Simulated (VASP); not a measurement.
A run of VASP 6.6.1:

Contents of INCAR:

```
SYSTEM = Si3WC2
  PREC = Accurate
  ENCUT = 520
  EDIFF = 1E-6
  ISMEAR = 0
  SIGMA = 0.1
  LREAL = .FALSE.
  LASPH = .TRUE.
  NELM = 80
  ALGO = Normal
  ISIF = 2
  LWAVE = .FALSE.
  LCHARG = .FALSE.
  GGA = PE
  NBANDS = 26
```

KPOINTS

```
regular mesh
0
G
  6 6 14
  0 0 0
```

POSCAR

```
Si3WC2
1.0
    6.3011541680      0.0000000000      0.0000000000
   -3.1505770840      5.4569595827      0.0000000000
    0.0000000000      0.0000000000      2.4754948238
Si W C
3 1 2
Direct
    0.5000000000      0.0000000000      0.0000000000
    0.0000000000      0.5000000000      0.0000000000
    0.5000000000      0.5000000000      0.0000000000
    0.0000000000      0.0000000000      0.0000000000
    0.3333333333      0.6666666667      0.0000000000
    0.6666666667      0.3333333333      0.0000000000
```

Potentials or basis: VASP PAW PBE potentials, release 64 (Si, W_sv, C).

Launch:

```console
$ cat potpaw_PBE.64/Si/POTCAR potpaw_PBE.64/W_sv/POTCAR potpaw_PBE.64/C/POTCAR > POTCAR
$ mpirun -np 1 vasp_std > vasp.out
```

Hardware: 1 thread of Intel(R) Xeon(R) Platinum 8259CL CPU @ 2.50GHz (Skylake/Cascade Lake), on a shared host.

**Question.** Estimate the wall time of this run.

**Answer.** Run time: 77 s on 1 thread of Intel(R) Xeon(R) Platinum 8259CL CPU @ 2.50GHz (Skylake/Cascade Lake), with other jobs on the host, peak memory 0.26 GiB. Counts: scf iterations 14, k points 56.
